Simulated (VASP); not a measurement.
# Cd (P6/mmm) in VASP: further runs

Cd is run at these levels: PBEsol; tasks: single point.

Program: VASP 6.6.1. These are calculated values, not measurements. Logs are shortened: lines on timing, memory, paths and dates and some standing lists are left out, and cuts for length are marked.

## Step 1: The cell of the first run

Symmetry: P6/mmm, No. 191, hexagonal system. Conventional cell: a = 3.897 Å, b = 3.897 Å, c = 2.346 Å, α = 90.00°, β = 90.00°, γ = 120.00°. Within 3.1 Å of Cd (site symmetry 6/mmm) lie 14 Cd at 2.35 to 2.54 Å. Within 3.0 Å of Cd (site symmetry -6m2) lie 11 Cd at 2.25 to 2.54 Å.

## Step 2: Single point, PBEsol

Input file INCAR:

```
SYSTEM = Cd
PREC = Accurate
ENCUT = 520
EDIFF = 1E-6
ISMEAR = -1
SIGMA = 0.1
LREAL = .FALSE.
LASPH = .TRUE.
NELM = 100
ALGO = Normal
ISIF = 2
LWAVE = .FALSE.
LCHARG = .FALSE.
GGA = PS
NBANDS = 25
```

Input file KPOINTS:

```
Automatic mesh
0
G
  9 9 13
  0 0 0
```

Input file POSCAR:

```
Cd
1.0
    3.8972852138      0.0000000000      0.0000000000
   -1.9486426069      3.3751480010      0.0000000000
    0.0000000000      0.0000000000      2.3455645141
Cd
3
Direct
    0.0000000000      0.0000000000      0.0000000000
    0.3333333333      0.6666666667      0.5000000000
    0.6666666667      0.3333333333      0.5000000000
```

Potentials or basis: VASP PAW PBE potentials, release 64 (Cd).

Command:

```sh
cat potpaw_PBE.64/Cd/POTCAR > POTCAR
mpirun -np 1 vasp_std > vasp.out
```

OUTCAR:

```text
SYSTEM = Cd
   PREC = Accurate
   ENCUT = 520
   EDIFF = 1E-6
   ISMEAR = -1
   LREAL = .FALSE.
   LASPH = .TRUE.
   NELM = 100
   ISIF = 2
   GGA = PS

 ion  position               nearest neighbor table
   1  0.000  0.000  0.000-   2 2.54   3 2.54   2 2.54   3 2.54   3 2.54   3 2.54   2 2.54   2 2.54
                             3 2.54   3 2.54   2 2.54   2 2.54
   2  0.333  0.667  0.500-   3 2.25   3 2.25   3 2.25   1 2.54   1 2.54   1 2.54   1 2.54   1 2.54
                             1 2.54   3 3.25   3 3.25   3 3.25   3 3.25   3 3.25   3 3.25
   3  0.667  0.333  0.500-   2 2.25   2 2.25   2 2.25   1 2.54   1 2.54   1 2.54   1 2.54   1 2.54
                             1 2.54   2 3.25   2 3.25   2 3.25   2 3.25   2 3.25   2 3.25

  LATTYP: Found a hexagonal cell.
 ALAT       =     3.8972852138
 C/A-ratio  =     0.6018457427

  Lattice vectors:

 A1 = (   3.8972852138,   0.0000000000,   0.0000000000)
 A2 = (  -1.9486426069,   3.3751480010,   0.0000000000)
 A3 = (   0.0000000000,   0.0000000000,   2.3455645141)

Analysis of symmetry for initial positions (statically):
=====================================================================
 Subroutine PRICEL returns:
 Original cell was already a primitive cell.

 Routine SETGRP: Setting up the symmetry group for a
 hexagonal supercell.

 Subroutine GETGRP returns: Found 24 space group operations
 (whereof 24 operations were pure point group operations)
 out of a pool of 24 trial point group operations.

The static configuration has the point symmetry D_6h.

Analysis of symmetry for dynamics (positions and initial velocities):
=====================================================================
 Subroutine PRICEL returns:
 Original cell was already a primitive cell.

 Routine SETGRP: Setting up the symmetry group for a
 hexagonal supercell.

 Subroutine GETGRP returns: Found 24 space group operations
 (whereof 24 operations were pure point group operations)
 out of a pool of 24 trial point group operations.

The dynamic configuration has the point symmetry D_6h.

 Subroutine INISYM returns: Found 24 space group operations
 (whereof 24 operations are pure point group operations),
 and found     1 'primitive' translations

----------------------------------------------------------------------------------------

                                     Primitive cell

  volume of cell :      30.8534

  direct lattice vectors                    reciprocal lattice vectors
     3.897285214  0.000000000  0.000000000     0.256588868  0.148141652  0.000000000
    -1.948642607  3.375148001  0.000000000     0.000000000  0.296283304  0.000000000
     0.000000000  0.000000000  2.345564514     0.000000000  0.000000000  0.426336600

  length of vectors
     3.897285214  3.897285214  2.345564514     0.296283304  0.296283304  0.426336600

  position of ions in fractional coordinates (direct lattice)
     0.000000000  0.000000000  0.000000000
     0.333333333  0.666666667  0.500000000
     0.666666667  0.333333333  0.500000000

  ion indices of the primitive-cell ions
   primitive index   ion index
                 1           1
                 2           2
                 3           3

----------------------------------------------------------------------------------------

 KPOINTS: Automatic mesh

Automatic generation of k-mesh.
 Grid dimensions read from file:
 generate k-points for:    9    9   13

 Generating k-lattice:

  Cartesian coordinates                     Fractional coordinates (reciprocal lattice)
     0.028509874  0.016460184  0.000000000     0.111111111  0.000000000  0.000000000
     0.000000000  0.032920367  0.000000000     0.000000000  0.111111111  0.000000000
     0.000000000  0.000000000  0.032795123     0.000000000  0.000000000  0.076923077

  Length of vectors
     0.032920367  0.032920367  0.032795123

  Shift w.r.t. Gamma in fractional coordinates (k-lattice)
     0.000000000  0.000000000  0.000000000

 Subroutine IBZKPT returns following result:
 ===========================================

 Found     84 irreducible k-points:

 Following reciprocal coordinates:
            Coordinates               Weight
  0.000000  0.000000  0.000000      1.000000
  0.111111 -0.000000  0.000000      6.000000
  0.222222  0.000000  0.000000      6.000000
  0.333333  0.000000  0.000000      6.000000
  0.444444  0.000000  0.000000      6.000000
  0.111111  0.111111  0.000000      6.000000
[... 16 lines left out ...]
  0.333333  0.222222  0.076923     24.000000
  0.333333  0.333333  0.076923      4.000000
 [... further k-points ...]
   k-points           NKPTS =     84   k-points in BZ     NKDIM =     84   number of bands    NBANDS=     25
   number of dos      NEDOS =    301   number of ions     NIONS =      3
   total plane-waves  NPLWV =  16200
   dimension x,y,z NGX =    30 NGY =   30 NGZ =   18
   dimension x,y,z NGXF=    60 NGYF=   60 NGZF=   36
   ions per type =               3
   NGX,Y,Z   is equivalent  to a cutoff of  12.80, 12.80, 12.76 a.u.
   NGXF,Y,Z  is equivalent  to a cutoff of  25.59, 25.59, 25.52 a.u.
 SYSTEM =  Cd
   PREC   = accura    normal or accurate (medium, high low for compatibility)
   ISTART =      0    job   : 0-new  1-cont  2-samecut
   ICHARG =      2    charge: 1-file 2-atom 10-const
   ISPIN  =      1    spin polarized calculation?
   LNONCOLLINEAR =      F non collinear calculations
   LSORBIT =      F    spin-orbit coupling
   LASPH  =      T    aspherical Exc in radial PAW
   ENCUT  =  520.0 eV  38.22 Ry    6.18 a.u.   7.25  7.25  4.36*2*pi/ulx,y,z
   NELM   =    100;   NELMIN=  2; NELMDL= -5     # of ELM steps
   EDIFF  = 0.1E-05   stopping-criterion for ELM
   LREAL  =      F    real-space projection
   EDIFFG = 0.1E-04   stopping-criterion for IOM
   NSW    =      0    number of steps for IOM
   IBRION =     -1    ionic relax: 0-MD 1-quasi-New 2-CG
   NFREE  =      0    steps in history (QN), initial steepest desc. (CG)
   ISIF   =      2    stress and relaxation
   ISYM   =      2    0-nonsym 1-usesym 2-fastsym
   POTIM  = 0.5000    time-step for ionic-motion
   TEBEG  =    0.0;   TEEND  =   0.0 temperature during run
   PSTRESS=    0.0 pullay stress
   NELECT =      36.0000    total number of electrons
   NUPDOWN=      -1.0000    fix difference up-down
   EMIN   =  10.00;   EMAX   =-10.00  energy-range for DOS
   EFERMI =   0.00;   METHOD = LEGACY
   ISMEAR =    -1;   SIGMA  =   0.10  broadening in eV -4-tet -1-fermi 0-gaus
   EFERMI_NEDOS =   21; number of points for ismear=-14 and -15
   IALGO  =     38    algorithm
   IMIX   =      4    mixing-type and parameters
     AMIX     =   0.40;   BMIX     =  1.00
     AMIX_MAG =   1.60;   BMIX_MAG =  1.00
  volume/ion in A,a.u.               =      10.28        69.40
  Fermi-wavevector in a.u.,A,eV,Ry     =   1.723488  3.256920 40.414882  2.970410
  Thomas-Fermi vector in A             =   2.799355
   LORBIT       =      0    0 simple, 1 ext, 2 COOP (PROOUT), +10 PAW based schemes
   GGA     = PS    functional components
   LHFCALC =     F    Hartree Fock is set to
   AEXX    =    0.0000 exact exchange contribution
   IVDW    =     0    specifies the selected vdW correction
   LEPSILON=     F    determine dielectric tensor
   LRPA    =     F    only Hartree local field effects (RPA)
 non-spin polarized calculation
  energy-cutoff  :      520.00
  volume of cell :       30.85
 maximum number of plane-waves:       855
 NGX is ok and might be reduce to    30
   NGX = 15   NGY = 15   NGZ =  9

 number of electron      36.0000013 magnetization

 Free energy of the ion-electron system (eV)
  ---------------------------------------------------
  ext. energy  EPLUGINS =         0.00000000
  ---------------------------------------------------
  free energy    TOTEN  =        12.39264227 eV

  energy without entropy =       12.41648826  energy(sigma->0) =       12.40456527

 E-fermi :  13.3137     XC(G=0): -15.7593

 val. band max:       13.1419649057   @ k =   0.3333   0.2222   0.4615
 cond. band min:      13.3884472752   @ k =   0.4444   0.0000   0.3846
 fundamental gap:      0.2464823695
 Fermi energy:        13.3137003670

 k-point     1 :       0.0000    0.0000    0.0000
  band No.  band energies     occupation
      1      -5.6027      2.00000
      2      -4.9985      2.00000
      3      -2.7350      2.00000
      4      -2.6491      2.00000
      5      -2.3965      2.00000
      6      -2.3965      2.00000
[... 17 lines left out ...]
     24      29.0968      0.00000
     25      30.6532      0.00000

 k-point     2 :       0.1111   -0.0000    0.0000
  band No.  band energies     occupation
      1      -5.4075      2.00000
      2      -4.9181      2.00000
      3      -3.1655      2.00000
      4      -2.8954      2.00000
      5      -2.8360      2.00000
      6      -2.6354      2.00000
[... 17 lines left out ...]
     24      28.6974      0.00000
     25      29.8148      0.00000

 k-point     3 :       0.2222    0.0000    0.0000
  band No.  band energies     occupation
      1      -4.9311      2.00000
      2      -4.6469      2.00000
      3      -3.9182      2.00000
      4      -3.2432      2.00000
      5      -3.0422      2.00000
      6      -2.7573      2.00000
[... 17 lines left out ...]
     24      27.3969      0.00000
     25      28.7309      0.00000

 k-point     4 :       0.3333    0.0000    0.0000
  band No.  band energies     occupation
      1      -4.7719      2.00000
      2      -4.3020      2.00000
      3      -4.0065      2.00000
      4      -3.4016      2.00000
      5      -3.2640      2.00000
      6      -2.8446      2.00000
[... 17 lines left out ...]
     24      25.9471      0.00000
     25      27.4758      0.00000
[... 477 lines left out ...]
 k-point    22 :       0.2222    0.2222    0.0769
  band No.  band energies     occupation
      1      -4.7181      2.00000
      2      -3.9979      2.00000
      3      -3.9780      2.00000
      4      -3.6860      2.00000
      5      -3.1208      2.00000
      6      -2.8076      2.00000
[... 17 lines left out ...]
     24      25.0087      0.00000
     25      27.3821      0.00000

 k-point    23 :       0.3333    0.2222    0.0769
  band No.  band energies     occupation
      1      -4.9361      2.00000
      2      -4.0437      2.00000
      3      -3.6677      2.00000
      4      -3.6172      2.00000
      5      -3.3282      2.00000
      6      -2.9629      2.00000
[... 17 lines left out ...]
     24      26.6369      0.00000
     25      26.9442      0.00000

 k-point    24 :       0.3333    0.3333    0.0769
  band No.  band energies     occupation
      1      -5.0084      2.00000
      2      -3.9238      2.00000
      3      -3.9238      2.00000
      4      -3.4306      2.00000
      5      -3.4306      2.00000
      6      -3.0727      2.00000
[... 17 lines left out ...]
     24      27.1705      0.00000
     25      27.4175      0.00000

 [... further k-points ...]
[... 5 lines left out ...]
  --------------------------------------------------------------------------------------
  -------------------------------------------------------------------------------------
  Total       62.7851511     62.7851511     62.6058346     -0.0000000     -0.0000000      0.0000000
  in kB     3260.3568148   3260.3568149   3251.0451302     -0.0000000     -0.0000000      0.0000000
  external PRESSURE =    3257.2529200 kB  Pullay stress =       0.0000000 kB

 VOLUME and BASIS-vectors are now :
 -----------------------------------------------------------------------------
  energy-cutoff  :      520.00
  volume of cell :       30.85
      direct lattice vectors                 reciprocal lattice vectors
     3.897285214  0.000000000  0.000000000     0.256588868  0.148141652  0.000000000
    -1.948642607  3.375148001  0.000000000     0.000000000  0.296283304  0.000000000
     0.000000000  0.000000000  2.345564514     0.000000000  0.000000000  0.426336600

 POSITION                                       TOTAL-FORCE (eV/Angst)
 -----------------------------------------------------------------------------------
      0.00000      0.00000      0.00000        -0.000000      0.000000      0.000000
     -0.00000      2.25010      1.17278        -0.000000      0.000000      0.000000
      1.94864      1.12505      1.17278         0.000000     -0.000000      0.000000
 -----------------------------------------------------------------------------------
    total drift:                               -0.000000      0.000000      0.000000

  FREE ENERGIE OF THE ION-ELECTRON SYSTEM (eV)
  ---------------------------------------------------
  free  energy   TOTEN  =        12.3926422695 eV

  energy  without entropy=       12.4164882615  energy(sigma->0) =       12.40456527
```

It took 28 s on 1 thread of Intel Xeon Platinum 8488C (Sapphire Rapids), shared host; peak memory 0.18 GiB.

Results:

```yaml
Free_energy: 12.3926 eV
Pressure: 325.7 GPa
Band_gap_on_the_k_mesh: zero (band 18 reaches 16.14 eV, above the bottom of band 19 at 12.86 eV)
```

Caveat: the PAW data sets were made with another functional, which shifts forces and pressure a little.

## Step 3: Single point, PBEsol

Input file INCAR:

```
PREC = Accurate
ENCUT = 520
EDIFF = 1E-7
ISMEAR = -1
SIGMA = 0.1
LREAL = F
LASPH = T
NELM = 80
ALGO = Normal
ISIF = 2
LWAVE = F
LCHARG = F
GGA = PS
NBANDS = 25
```

Input file KPOINTS:

```
Automatic mesh
0
Gamma
  9 9 13
```

Input file POSCAR:

```
Cd
1.0
    3.8974910312      0.0000000000      0.0000000000
   -1.9487455156      3.3753262440      0.0000000000
    0.0000000000      0.0000000000      2.3457682607
Cd
3
Direct
    0.0000000000      0.0000000000      0.0000000000
    0.3333333333      0.6666666667      0.5000000000
    0.6666666667      0.3333333333      0.5000000000
```

Potentials or basis: VASP PAW PBE potentials, release 64 (Cd).

Command:

```sh
cat potpaw_PBE.64/Cd/POTCAR > POTCAR
mpirun -np 1 vasp_std > vasp.out
```

Run time: 32 s. Hardware: 1 thread of Intel Xeon Platinum 8488C (Sapphire Rapids), shared host; peak memory 0.17 GiB.

Results (log left out):

```
Free energy            : 12.3806 eV
Pressure               : 325.5 GPa
Band gap on the k mesh : zero (band 18 reaches 16.14 eV, above the bottom of band 19 at 12.85 eV)
```

Stress tensor (GPa, compression positive):
```
325.81   0.00   0.00
  0.00 325.81   0.00
  0.00   0.00 324.85
```

Levels at points of the mesh, in eV from the Fermi level:
```csv
k point,band 15,band 16,band 17,band 18,band 19,band 20,band 21,band 22
"(0.00, 0.00, 0.00)",-11.61,-11.61,-0.47,-0.47,-0.45,-0.45,1.56,1.88
```

Caveat: the PAW data sets were made with another functional, which shifts forces and pressure a little.
